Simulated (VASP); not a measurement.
# Si3As2 (Pm-3m) in VASP: notebook

Si3As2 is run at these levels: PBE; tasks: single point, relaxation of cell and atoms.

Everything below comes from runs of VASP 6.6.1. Logs are shortened: lines on timing, memory, paths and dates and some standing lists are left out, and cuts for length are marked.

### Step 1. The cell of the first run

The structure is cubic, space group Pm-3m (No. 221). The conventional cell has a = 4.743 Å, b = 4.743 Å, c = 4.743 Å, α = 90.00°, β = 90.00°, γ = 90.00°. Si (site symmetry 4/mmm) has 2 As at 2.37 Å within 3.1 Å. As (site symmetry m-3m) has 12 Si at 3.35 Å and 8 As at 4.11 Å within 4.4 Å. Within 3.1 Å of As (site symmetry m-3m) lie 6 Si at 2.37 Å.

### Step 2. Single point, PBE

INCAR

```
  PREC = Accurate
  ENCUT = 520
  EDIFF = 1E-6
  ISMEAR = 0
  SIGMA = 0.1
  LREAL = False
  LASPH = True
  NELM = 100
  ALGO = Normal
  ISIF = 2
  LWAVE = False
  LCHARG = True
  GGA = PE
  LELF = True
  LVHAR = True
  NBANDS = 19
```

KPOINTS

```
Automatic mesh
0
Gamma
  4 4 4
```

POSCAR

```
Si3As2
1.0
    4.7427257370      0.0000000000      0.0000000000
    0.0000000000      4.7427257370      0.0000000000
    0.0000000000      0.0000000000      4.7427257370
Si As
3 2
Direct
    0.5000000000      0.0000000000      0.0000000000
    0.0000000000      0.5000000000      0.0000000000
    0.0000000000      0.0000000000      0.5000000000
    0.5000000000      0.5000000000      0.5000000000
    0.0000000000      0.0000000000      0.0000000000
```

Potentials or basis: VASP PAW PBE potentials, release 64 (Si, As).

On the command line:

```sh
$ cat potpaw_PBE.64/Si/POTCAR potpaw_PBE.64/As/POTCAR > POTCAR
$ mpirun -np 1 vasp_std > vasp.out
```

OUTCAR:

```text
PREC = Accurate
   ENCUT = 520
   EDIFF = 1E-6
   ISMEAR = 0
   LREAL = False
   LASPH = True
   NELM = 100
   ISIF = 2
   GGA = PE

 ion  position               nearest neighbor table
   1  0.500  0.000  0.000-   5 2.37   5 2.37
   2  0.000  0.500  0.000-   5 2.37   5 2.37
   3  0.000  0.000  0.500-   5 2.37   5 2.37
   4  0.500  0.500  0.500-
   5  0.000  0.000  0.000-   1 2.37   2 2.37   3 2.37   3 2.37   2 2.37   1 2.37

  LATTYP: Found a simple cubic cell.
 ALAT       =     4.7427257370

  Lattice vectors:

 A1 = (   4.7427257370,   0.0000000000,   0.0000000000)
 A2 = (   0.0000000000,   4.7427257370,   0.0000000000)
 A3 = (   0.0000000000,   0.0000000000,   4.7427257370)

Analysis of symmetry for initial positions (statically):
=====================================================================
 Subroutine PRICEL returns:
 Original cell was already a primitive cell.

 Routine SETGRP: Setting up the symmetry group for a
 simple cubic supercell.

 Subroutine GETGRP returns: Found 48 space group operations
 (whereof 48 operations were pure point group operations)
 out of a pool of 48 trial point group operations.

The static configuration has the point symmetry O_h .

Analysis of symmetry for dynamics (positions and initial velocities):
=====================================================================
 Subroutine PRICEL returns:
 Original cell was already a primitive cell.

 Routine SETGRP: Setting up the symmetry group for a
 simple cubic supercell.

 Subroutine GETGRP returns: Found 48 space group operations
 (whereof 48 operations were pure point group operations)
 out of a pool of 48 trial point group operations.

The dynamic configuration has the point symmetry O_h .

 Subroutine INISYM returns: Found 48 space group operations
 (whereof 48 operations are pure point group operations),
 and found     1 'primitive' translations

----------------------------------------------------------------------------------------

                                     Primitive cell

  volume of cell :     106.6803

  direct lattice vectors                    reciprocal lattice vectors
     4.742725737  0.000000000  0.000000000     0.210849215  0.000000000  0.000000000
     0.000000000  4.742725737  0.000000000     0.000000000  0.210849215  0.000000000
     0.000000000  0.000000000  4.742725737     0.000000000  0.000000000  0.210849215

  length of vectors
     4.742725737  4.742725737  4.742725737     0.210849215  0.210849215  0.210849215

  position of ions in fractional coordinates (direct lattice)
     0.500000000  0.000000000  0.000000000
     0.000000000  0.500000000  0.000000000
     0.000000000  0.000000000  0.500000000
     0.500000000  0.500000000  0.500000000
     0.000000000  0.000000000  0.000000000

  ion indices of the primitive-cell ions
   primitive index   ion index
                 1           1
                 2           2
                 3           3
                 4           4
                 5           5

----------------------------------------------------------------------------------------

 KPOINTS: Automatic mesh

Automatic generation of k-mesh.
 Grid dimensions read from file:
 generate k-points for:    4    4    4

 Generating k-lattice:

  Cartesian coordinates                     Fractional coordinates (reciprocal lattice)
     0.052712304  0.000000000  0.000000000     0.250000000  0.000000000  0.000000000
     0.000000000  0.052712304  0.000000000     0.000000000  0.250000000  0.000000000
     0.000000000  0.000000000  0.052712304     0.000000000  0.000000000  0.250000000

  Length of vectors
     0.052712304  0.052712304  0.052712304

  Shift w.r.t. Gamma in fractional coordinates (k-lattice)
     0.000000000  0.000000000  0.000000000

 Subroutine IBZKPT returns following result:
 ===========================================

 Found     10 irreducible k-points:

 Following reciprocal coordinates:
            Coordinates               Weight
  0.000000  0.000000  0.000000      1.000000
  0.250000  0.000000  0.000000      6.000000
  0.500000  0.000000  0.000000      3.000000
  0.250000  0.250000  0.000000     12.000000
  0.500000  0.250000  0.000000     12.000000
  0.500000  0.500000  0.000000      3.000000
  0.250000  0.250000  0.250000      8.000000
  0.500000  0.250000  0.250000     12.000000
  0.500000  0.500000  0.250000      6.000000
  0.500000  0.500000  0.500000      1.000000
   k-points           NKPTS =     10   k-points in BZ     NKDIM =     10   number of bands    NBANDS=     19
   number of dos      NEDOS =    301   number of ions     NIONS =      5
   total plane-waves  NPLWV =  46656
   dimension x,y,z NGX =    36 NGY =   36 NGZ =   36
   dimension x,y,z NGXF=    72 NGYF=   72 NGZF=   72
   ions per type =               3   2
   NGX,Y,Z   is equivalent  to a cutoff of  12.62, 12.62, 12.62 a.u.
   NGXF,Y,Z  is equivalent  to a cutoff of  25.24, 25.24, 25.24 a.u.
 SYSTEM =  unknown system
   PREC   = accura    normal or accurate (medium, high low for compatibility)
   ISTART =      0    job   : 0-new  1-cont  2-samecut
   ICHARG =      2    charge: 1-file 2-atom 10-const
   ISPIN  =      1    spin polarized calculation?
   LNONCOLLINEAR =      F non collinear calculations
   LSORBIT =      F    spin-orbit coupling
   LASPH  =      T    aspherical Exc in radial PAW
   ENCUT  =  520.0 eV  38.22 Ry    6.18 a.u.   8.82  8.82  8.82*2*pi/ulx,y,z
   NELM   =    100;   NELMIN=  2; NELMDL= -5     # of ELM steps
   EDIFF  = 0.1E-05   stopping-criterion for ELM
   LREAL  =      F    real-space projection
   EDIFFG = 0.1E-04   stopping-criterion for IOM
   NSW    =      0    number of steps for IOM
   IBRION =     -1    ionic relax: 0-MD 1-quasi-New 2-CG
   NFREE  =      0    steps in history (QN), initial steepest desc. (CG)
   ISIF   =      2    stress and relaxation
   ISYM   =      2    0-nonsym 1-usesym 2-fastsym
   POTIM  = 0.5000    time-step for ionic-motion
   TEBEG  =    0.0;   TEEND  =   0.0 temperature during run
   PSTRESS=    0.0 pullay stress
   NELECT =      22.0000    total number of electrons
   NUPDOWN=      -1.0000    fix difference up-down
   EMIN   =  10.00;   EMAX   =-10.00  energy-range for DOS
   EFERMI =   0.00;   METHOD = LEGACY
   ISMEAR =     0;   SIGMA  =   0.10  broadening in eV -4-tet -1-fermi 0-gaus
   EFERMI_NEDOS =   21; number of points for ismear=-14 and -15
   IALGO  =     38    algorithm
   IMIX   =      4    mixing-type and parameters
     AMIX     =   0.40;   BMIX     =  1.00
     AMIX_MAG =   1.60;   BMIX_MAG =  1.00
  volume/ion in A,a.u.               =      21.34       143.98
  Fermi-wavevector in a.u.,A,eV,Ry     =   0.967211  1.827763 12.728200  0.935496
  Thomas-Fermi vector in A             =   2.097077
   LORBIT       =      0    0 simple, 1 ext, 2 COOP (PROOUT), +10 PAW based schemes
   GGA     = PE    functional components
   LHFCALC =     F    Hartree Fock is set to
   AEXX    =    0.0000 exact exchange contribution
   IVDW    =     0    specifies the selected vdW correction
   LEPSILON=     F    determine dielectric tensor
   LRPA    =     F    only Hartree local field effects (RPA)
 non-spin polarized calculation
 Gauss-broadening in eV      SIGMA  =   0.10
  energy-cutoff  :      520.00
  volume of cell :      106.68
 maximum number of plane-waves:      2897
 NGX is ok and might be reduce to    36
   NGX = 17   NGY = 17   NGZ = 17

 number of electron      21.9999997 magnetization

 Free energy of the ion-electron system (eV)
  ---------------------------------------------------
  ext. energy  EPLUGINS =         0.00000000
  ---------------------------------------------------
  free energy    TOTEN  =       -20.55450961 eV

  energy without entropy =      -20.53619828  energy(sigma->0) =      -20.54535395

 E-fermi :   5.5201     XC(G=0):  -9.7487

 val. band max:        5.4535482740   @ k =   0.2500   0.2500   0.0000
 cond. band min:       5.5314345641   @ k =   0.5000   0.2500   0.0000
 fundamental gap:      0.0778862901
 Fermi energy:         5.5200837633

 k-point     1 :       0.0000    0.0000    0.0000
  band No.  band energies     occupation
      1      -8.9985      2.00000
      2      -4.6336      2.00000
      3      -0.8668      2.00000
      4      -0.8668      2.00000
      5      -0.8668      2.00000
      6      -0.5148      2.00000
[... 11 lines left out ...]
     18       9.4555      0.00000
     19       9.4555      0.00000

 k-point     2 :       0.2500    0.0000    0.0000
  band No.  band energies     occupation
      1      -8.8052      2.00000
      2      -4.9125      2.00000
      3      -2.4147      2.00000
      4      -0.6997      2.00000
      5      -0.6997      2.00000
      6      -0.4127      2.00000
[... 11 lines left out ...]
     18       9.2912      0.00000
     19      11.2409      0.00000

 k-point     3 :       0.5000    0.0000    0.0000
  band No.  band energies     occupation
      1      -8.5656      2.00000
      2      -5.3668      2.00000
      3      -2.6912      2.00000
      4      -0.5000      2.00000
      5      -0.5000      2.00000
      6      -0.3009      2.00000
[... 11 lines left out ...]
     18       8.2632      0.00000
     19       9.6806      0.00000

 k-point     4 :       0.2500    0.2500    0.0000
  band No.  band energies     occupation
      1      -8.6202      2.00000
      2      -4.9088      2.00000
      3      -2.9467      2.00000
      4      -2.1407      2.00000
      5      -0.5485      2.00000
      6       0.0270      2.00000
[... 99 lines left out ...]
     18       8.9212      0.00000
     19      11.5286      0.00000

 k-point     9 :       0.5000    0.5000    0.2500
  band No.  band energies     occupation
      1      -8.0196      2.00000
      2      -4.5553      2.00000
      3      -3.5621      2.00000
      4      -3.5621      2.00000
      5      -2.4183      2.00000
      6       1.8242      2.00000
[... 11 lines left out ...]
     18       9.1877      0.00000
     19       9.3439      0.00000

 k-point    10 :       0.5000    0.5000    0.5000
  band No.  band energies     occupation
      1      -7.8138      2.00000
      2      -4.4394      2.00000
      3      -3.3839      2.00000
      4      -3.3839      2.00000
      5      -3.3839      2.00000
      6       1.0665      2.00000
[... 11 lines left out ...]
     18       9.4410      0.00000
     19       9.4410      0.00000

------------------------ aborting loop because EDIFF is reached ----------------------------------------

  FORCE on cell =-STRESS in cart. coord.  units (eV):
  Direction    XX          YY          ZZ          XY          YZ          ZX
  --------------------------------------------------------------------------------------
  -------------------------------------------------------------------------------------
  Total        0.1723859      0.1723859      0.1723859      0.0000000      0.0000000      0.0000000
  in kB        2.5889783      2.5889783      2.5889783      0.0000000      0.0000000      0.0000000
  external PRESSURE =       2.5889783 kB  Pullay stress =       0.0000000 kB

 VOLUME and BASIS-vectors are now :
 -----------------------------------------------------------------------------
  energy-cutoff  :      520.00
  volume of cell :      106.68
      direct lattice vectors                 reciprocal lattice vectors
     4.742725737  0.000000000  0.000000000     0.210849215  0.000000000  0.000000000
     0.000000000  4.742725737  0.000000000     0.000000000  0.210849215  0.000000000
     0.000000000  0.000000000  4.742725737     0.000000000  0.000000000  0.210849215

 POSITION                                       TOTAL-FORCE (eV/Angst)
 -----------------------------------------------------------------------------------
      2.37136      0.00000      0.00000         0.000000      0.000000      0.000000
      0.00000      2.37136      0.00000         0.000000      0.000000      0.000000
      0.00000      0.00000      2.37136         0.000000      0.000000      0.000000
      2.37136      2.37136      2.37136         0.000000      0.000000      0.000000
      0.00000      0.00000      0.00000         0.000000      0.000000      0.000000
 -----------------------------------------------------------------------------------
    total drift:                               -0.000000      0.000000     -0.000000

  FREE ENERGIE OF THE ION-ELECTRON SYSTEM (eV)
  ---------------------------------------------------
  free  energy   TOTEN  =       -20.5545096119 eV

  energy  without entropy=      -20.5361982832  energy(sigma->0) =      -20.54535395
```

Wall time 13 s (1 thread of Intel Xeon Platinum 8488C (Sapphire Rapids), shared host); peak memory 0.2 GiB.

Results:

```yaml
Free_energy: -20.5545 eV
Pressure: 0.3 GPa
Band_gap_on_the_k_mesh: zero (band 11 reaches 7.24 eV, above the bottom of band 12 at 4.77 eV)
```

(Continued in part 2 of 2.)
